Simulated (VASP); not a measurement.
# Ca (Pm-3m) in VASP: single point with PBEsol

Aim: the single point of Ca with PBEsol.

All numbers are computed with VASP 6.6.1; they aren't measurements. Logs are shortened: lines on timing, memory, paths and dates and some standing lists are left out, and cuts for length are marked.

**1. The cell of the first run**

Symmetry: Pm-3m, No. 221, cubic system. The conventional cell has a = 5.050 Å, b = 5.050 Å, c = 5.050 Å, α = 90.00°, β = 90.00°, γ = 90.00°. Within 4.7 Å of Ca (site symmetry 4/mmm) lie 8 Ca at 3.57 Å.

**2. Single point, PBEsol**

Input file INCAR:

```
SYSTEM = Ca
PREC = Accurate ; ENCUT = 520
EDIFF = 1E-6 ; ISMEAR = -1
SIGMA = 0.1 ; LREAL = .FALSE.
LASPH = .TRUE. ; NELM = 100
ALGO = Normal ; ISIF = 2
LWAVE = .FALSE. ; LCHARG = .FALSE.
GGA = PS ; NBANDS = 22
```

Input file KPOINTS:

```
regular mesh
0
G
  5 5 5
  0 0 0
```

Input file POSCAR:

```
Ca
1.0
    5.0498580000      0.0000000000      0.0000000000
    0.0000000000      5.0498580000      0.0000000000
    0.0000000000      0.0000000000      5.0498580000
Ca
3
Direct
    0.0000000000      0.5000000000      0.5000000000
    0.5000000000      0.5000000000      0.0000000000
    0.5000000000      0.0000000000      0.5000000000
```

Potentials or basis: VASP PAW PBE potentials, release 64 (Ca_sv).

Launch:

```sh
> cat potpaw_PBE.64/Ca_sv/POTCAR > POTCAR
> mpirun -np 1 vasp_std > vasp.out
```

OUTCAR:

```text
SYSTEM = Ca
   PREC = Accurate
   ENCUT = 520
   EDIFF = 1E-6
   ISMEAR = -1
   LREAL = .FALSE.
   LASPH = .TRUE.
   NELM = 100
   ISIF = 2
   GGA = PS

 ion  position               nearest neighbor table
   1  0.000  0.500  0.500-
   2  0.500  0.500  0.000-
   3  0.500  0.000  0.500-

  LATTYP: Found a simple cubic cell.
 ALAT       =     5.0498580000

  Lattice vectors:

 A1 = (   5.0498580000,   0.0000000000,   0.0000000000)
 A2 = (   0.0000000000,   5.0498580000,   0.0000000000)
 A3 = (   0.0000000000,   0.0000000000,   5.0498580000)

Analysis of symmetry for initial positions (statically):
=====================================================================
 Subroutine PRICEL returns:
 Original cell was already a primitive cell.

 Routine SETGRP: Setting up the symmetry group for a
 simple cubic supercell.

 Subroutine GETGRP returns: Found 48 space group operations
 (whereof 48 operations were pure point group operations)
 out of a pool of 48 trial point group operations.

The static configuration has the point symmetry O_h .

Analysis of symmetry for dynamics (positions and initial velocities):
=====================================================================
 Subroutine PRICEL returns:
 Original cell was already a primitive cell.

 Routine SETGRP: Setting up the symmetry group for a
 simple cubic supercell.

 Subroutine GETGRP returns: Found 48 space group operations
 (whereof 48 operations were pure point group operations)
 out of a pool of 48 trial point group operations.

The dynamic configuration has the point symmetry O_h .

 Subroutine INISYM returns: Found 48 space group operations
 (whereof 48 operations are pure point group operations),
 and found     1 'primitive' translations

----------------------------------------------------------------------------------------

                                     Primitive cell

  volume of cell :     128.7768

  direct lattice vectors                    reciprocal lattice vectors
     5.049858000  0.000000000  0.000000000     0.198025370  0.000000000  0.000000000
     0.000000000  5.049858000  0.000000000     0.000000000  0.198025370  0.000000000
     0.000000000  0.000000000  5.049858000     0.000000000  0.000000000  0.198025370

  length of vectors
     5.049858000  5.049858000  5.049858000     0.198025370  0.198025370  0.198025370

  position of ions in fractional coordinates (direct lattice)
     0.000000000  0.500000000  0.500000000
     0.500000000  0.500000000  0.000000000
     0.500000000  0.000000000  0.500000000

  ion indices of the primitive-cell ions
   primitive index   ion index
                 1           1
                 2           2
                 3           3

----------------------------------------------------------------------------------------

 KPOINTS: regular mesh

Automatic generation of k-mesh.
 Grid dimensions read from file:
 generate k-points for:    5    5    5

 Generating k-lattice:

  Cartesian coordinates                     Fractional coordinates (reciprocal lattice)
     0.039605074  0.000000000  0.000000000     0.200000000  0.000000000  0.000000000
     0.000000000  0.039605074  0.000000000     0.000000000  0.200000000  0.000000000
     0.000000000  0.000000000  0.039605074     0.000000000  0.000000000  0.200000000

  Length of vectors
     0.039605074  0.039605074  0.039605074

  Shift w.r.t. Gamma in fractional coordinates (k-lattice)
     0.000000000  0.000000000  0.000000000

 Subroutine IBZKPT returns following result:
 ===========================================

 Found     10 irreducible k-points:

 Following reciprocal coordinates:
            Coordinates               Weight
  0.000000  0.000000  0.000000      1.000000
  0.200000  0.000000  0.000000      6.000000
  0.400000  0.000000  0.000000      6.000000
  0.200000  0.200000  0.000000     12.000000
  0.400000  0.200000  0.000000     24.000000
  0.400000  0.400000  0.000000     12.000000
  0.200000  0.200000  0.200000      8.000000
  0.400000  0.200000  0.200000     24.000000
  0.400000  0.400000  0.200000     24.000000
  0.400000  0.400000  0.400000      8.000000
   k-points           NKPTS =     10   k-points in BZ     NKDIM =     10   number of bands    NBANDS=     22
   number of dos      NEDOS =    301   number of ions     NIONS =      3
   total plane-waves  NPLWV =  64000
   dimension x,y,z NGX =    40 NGY =   40 NGZ =   40
   dimension x,y,z NGXF=    80 NGYF=   80 NGZF=   80
   ions per type =               3
   NGX,Y,Z   is equivalent  to a cutoff of  13.17, 13.17, 13.17 a.u.
   NGXF,Y,Z  is equivalent  to a cutoff of  26.34, 26.34, 26.34 a.u.
 SYSTEM =  Ca
   PREC   = accura    normal or accurate (medium, high low for compatibility)
   ISTART =      0    job   : 0-new  1-cont  2-samecut
   ICHARG =      2    charge: 1-file 2-atom 10-const
   ISPIN  =      1    spin polarized calculation?
   LNONCOLLINEAR =      F non collinear calculations
   LSORBIT =      F    spin-orbit coupling
   LASPH  =      T    aspherical Exc in radial PAW
   ENCUT  =  520.0 eV  38.22 Ry    6.18 a.u.   9.39  9.39  9.39*2*pi/ulx,y,z
   NELM   =    100;   NELMIN=  2; NELMDL= -5     # of ELM steps
   EDIFF  = 0.1E-05   stopping-criterion for ELM
   LREAL  =      F    real-space projection
   EDIFFG = 0.1E-04   stopping-criterion for IOM
   NSW    =      0    number of steps for IOM
   IBRION =     -1    ionic relax: 0-MD 1-quasi-New 2-CG
   NFREE  =      0    steps in history (QN), initial steepest desc. (CG)
   ISIF   =      2    stress and relaxation
   ISYM   =      2    0-nonsym 1-usesym 2-fastsym
   POTIM  = 0.5000    time-step for ionic-motion
   TEBEG  =    0.0;   TEEND  =   0.0 temperature during run
   PSTRESS=    0.0 pullay stress
   NELECT =      30.0000    total number of electrons
   NUPDOWN=      -1.0000    fix difference up-down
   EMIN   =  10.00;   EMAX   =-10.00  energy-range for DOS
   EFERMI =   0.00;   METHOD = LEGACY
   ISMEAR =    -1;   SIGMA  =   0.10  broadening in eV -4-tet -1-fermi 0-gaus
   EFERMI_NEDOS =   21; number of points for ismear=-14 and -15
   IALGO  =     38    algorithm
   IMIX   =      4    mixing-type and parameters
     AMIX     =   0.40;   BMIX     =  1.00
     AMIX_MAG =   1.60;   BMIX_MAG =  1.00
  volume/ion in A,a.u.               =      42.93       289.68
  Fermi-wavevector in a.u.,A,eV,Ry     =   1.007325  1.903567 13.805869  1.014703
  Thomas-Fermi vector in A             =   2.140122
   LORBIT       =      0    0 simple, 1 ext, 2 COOP (PROOUT), +10 PAW based schemes
   GGA     = PS    functional components
   LHFCALC =     F    Hartree Fock is set to
   AEXX    =    0.0000 exact exchange contribution
   IVDW    =     0    specifies the selected vdW correction
   LEPSILON=     F    determine dielectric tensor
   LRPA    =     F    only Hartree local field effects (RPA)
 non-spin polarized calculation
  energy-cutoff  :      520.00
  volume of cell :      128.78
 maximum number of plane-waves:      3485
 NGX is ok and might be reduce to    40
   NGX = 19   NGY = 19   NGZ = 19

 number of electron      29.9999991 magnetization

 Free energy of the ion-electron system (eV)
  ---------------------------------------------------
  ext. energy  EPLUGINS =         0.00000000
  ---------------------------------------------------
  free energy    TOTEN  =        -5.17777379 eV

  energy without entropy =       -5.03342480  energy(sigma->0) =       -5.10559930

 E-fermi :   1.7122     XC(G=0):  -7.6765

 val. band max:        1.6936542166   @ k =   0.2000   0.2000   0.2000
 cond. band min:       1.7499720625   @ k =   0.4000   0.2000   0.2000
 fundamental gap:      0.0563178459
 Fermi energy:         1.7122430538

 k-point     1 :       0.0000    0.0000    0.0000
  band No.  band energies     occupation
      1     -40.1103      2.00000
      2     -40.0648      2.00000
      3     -40.0648      2.00000
      4     -21.2883      2.00000
      5     -21.2883      2.00000
      6     -21.2883      2.00000
[... 14 lines left out ...]
     21       3.8138      0.00000
     22       3.8138      0.00000

 k-point     2 :       0.2000    0.0000    0.0000
  band No.  band energies     occupation
      1     -40.1064      2.00000
      2     -40.0686      2.00000
      3     -40.0647      2.00000
      4     -21.2759      2.00000
      5     -21.2759      2.00000
      6     -21.2693      2.00000
[... 14 lines left out ...]
     21       3.5751      0.00000
     22       3.7507      0.00000

 k-point     3 :       0.4000    0.0000    0.0000
  band No.  band energies     occupation
      1     -40.0976      2.00000
      2     -40.0774      2.00000
      3     -40.0647      2.00000
      4     -21.2498      2.00000
      5     -21.2498      2.00000
      6     -21.2224      2.00000
[... 14 lines left out ...]
     21       3.2206      0.00000
     22       3.9422      0.00000

 k-point     4 :       0.2000    0.2000    0.0000
  band No.  band energies     occupation
      1     -40.1029      2.00000
      2     -40.0700      2.00000
      3     -40.0668      2.00000
      4     -21.2824      2.00000
      5     -21.2632      2.00000
      6     -21.2402      2.00000
[... 14 lines left out ...]
     21       3.4444      0.00000
     22       3.7218      0.00000

 k-point     5 :       0.4000    0.2000    0.0000
  band No.  band energies     occupation
      1     -40.0946      2.00000
      2     -40.0774      2.00000
      3     -40.0675      2.00000
      4     -21.2629      2.00000
      5     -21.2358      2.00000
      6     -21.2274      2.00000
[... 14 lines left out ...]
     21       3.2434      0.00000
     22       3.9953      0.00000

 k-point     6 :       0.4000    0.4000    0.0000
  band No.  band energies     occupation
      1     -40.0872      2.00000
      2     -40.0783      2.00000
      3     -40.0738      2.00000
      4     -21.2787      2.00000
      5     -21.2412      2.00000
      6     -21.2035      2.00000
[... 14 lines left out ...]
     21       3.4029      0.00000
     22       3.7853      0.00000

 k-point     7 :       0.2000    0.2000    0.2000
  band No.  band energies     occupation
      1     -40.0997      2.00000
      2     -40.0699      2.00000
      3     -40.0699      2.00000
      4     -21.2952      2.00000
      5     -21.2389      2.00000
      6     -21.2389      2.00000
[... 14 lines left out ...]
     21       3.4433      0.00000
     22       3.4433      0.00000

 k-point     8 :       0.4000    0.2000    0.2000
  band No.  band energies     occupation
      1     -40.0921      2.00000
      2     -40.0775      2.00000
      3     -40.0699      2.00000
      4     -21.2841      2.00000
      5     -21.2414      2.00000
      6     -21.2377      2.00000
[... 14 lines left out ...]
     21       3.4388      0.00000
     22       3.5858      0.00000

 k-point     9 :       0.4000    0.4000    0.2000
  band No.  band energies     occupation
      1     -40.0859      2.00000
      2     -40.0783      2.00000
      3     -40.0751      2.00000
      4     -21.2924      2.00000
      5     -21.2727      2.00000
      6     -21.2411      2.00000
[... 14 lines left out ...]
     21       3.6620      0.00000
     22       3.7088      0.00000

 k-point    10 :       0.4000    0.4000    0.4000
  band No.  band energies     occupation
      1     -40.0826      2.00000
      2     -40.0782      2.00000
      3     -40.0782      2.00000
      4     -21.3261      2.00000
      5     -21.2752      2.00000
      6     -21.2748      2.00000
[... 14 lines left out ...]
     21       3.8477      0.00000
     22       3.8480      0.00000

------------------------ aborting loop because EDIFF is reached ----------------------------------------

  FORCE on cell =-STRESS in cart. coord.  units (eV):
  Direction    XX          YY          ZZ          XY          YZ          ZX
  --------------------------------------------------------------------------------------
  -------------------------------------------------------------------------------------
  Total        1.4213721      1.4213721      1.4213721      0.0000000      0.0000000     -0.0000000
  in kB       17.6840150     17.6840150     17.6840150      0.0000000      0.0000000     -0.0000000
  external PRESSURE =      17.6840150 kB  Pullay stress =       0.0000000 kB

 VOLUME and BASIS-vectors are now :
 -----------------------------------------------------------------------------
  energy-cutoff  :      520.00
  volume of cell :      128.78
      direct lattice vectors                 reciprocal lattice vectors
     5.049858000  0.000000000  0.000000000     0.198025370  0.000000000  0.000000000
     0.000000000  5.049858000  0.000000000     0.000000000  0.198025370  0.000000000
     0.000000000  0.000000000  5.049858000     0.000000000  0.000000000  0.198025370

 POSITION                                       TOTAL-FORCE (eV/Angst)
 -----------------------------------------------------------------------------------
      0.00000      2.52493      2.52493         0.000000      0.000000      0.000000
      2.52493      2.52493      0.00000         0.000000      0.000000      0.000000
      2.52493      0.00000      2.52493         0.000000      0.000000      0.000000
 -----------------------------------------------------------------------------------
    total drift:                               -0.000000     -0.000000     -0.000000

  FREE ENERGIE OF THE ION-ELECTRON SYSTEM (eV)
  ---------------------------------------------------
  free  energy   TOTEN  =        -5.1777737930 eV

  energy  without entropy=       -5.0334248002  energy(sigma->0) =       -5.10559930
```

Wall time 27 s (1 thread of Intel Xeon 6975P-C (Granite Rapids), shared host); peak memory 0.22 GiB.

Results:

| Quantity | Value |
| --- | --- |
| Free energy | -5.1778 eV |
| Pressure | 1.8 GPa |
| Band gap on the k mesh | zero (band 15 reaches 1.93 eV, above the bottom of band 16 at 1.38 eV) |

Levels at points of the mesh, in eV from the Fermi level:
```tsv
k point	band 13	band 14	band 15	band 16	band 17	band 18
(0.00, 0.00, 0.00)	-3.94	-0.71	0.22	0.22	0.79	0.79
```

Caveat: the PAW data sets were made with another functional, which shifts forces and pressure a little.
